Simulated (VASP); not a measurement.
Here is a VASP 6.6.1 calculation.

Contents of INCAR:

```
PREC = Accurate ; ENCUT = 520
EDIFF = 1E-6 ; ISMEAR = -1
SIGMA = 0.05 ; LREAL = F
LASPH = T ; NELM = 80
ALGO = Normal ; ISIF = 2
LWAVE = F ; LCHARG = T
GGA = PS ; LELF = T
LVHAR = T ; NBANDS = 24
```

Contents of KPOINTS:

```
regular mesh
0
Gamma
  7 7 5
```

File POSCAR:

```
TePt
1.0
    4.1758578728      0.0000000000      0.0000000000
   -2.0879289364      3.6163990004      0.0000000000
    0.0000000000      0.0000000000      5.5461922223
Pt Te
2 2
Direct
    0.0000000000      0.0000000000      0.0000000000
    0.0000000000      0.0000000000      0.5000000000
    0.3333333333      0.6666666667      0.2500000000
    0.6666666667      0.3333333333      0.7500000000
```

Potentials or basis: VASP PAW PBE potentials, release 64 (Pt, Te).

Run with:

```bash
$ cat potpaw_PBE.64/Pt/POTCAR potpaw_PBE.64/Te/POTCAR > POTCAR
$ mpirun -np 1 vasp_std > vasp.out
```

**Question.** Predict the band gap on the k mesh.

**Answer.** Zero (bands 16 and 17 overlap by 1.01 eV).

**Question.** Predict the pressure.

**Answer.** 3.1 GPa.

Stress tensor (GPa, compression positive):
```
3.59 0.00 0.00
0.00 3.59 0.00
0.00 0.00 2.06
```

Caveat: the cell stands under pressure; the PAW data sets were made with another functional, which shifts forces and pressure a little; spin-orbit coupling is left out, which moves the levels of the heavy elements.
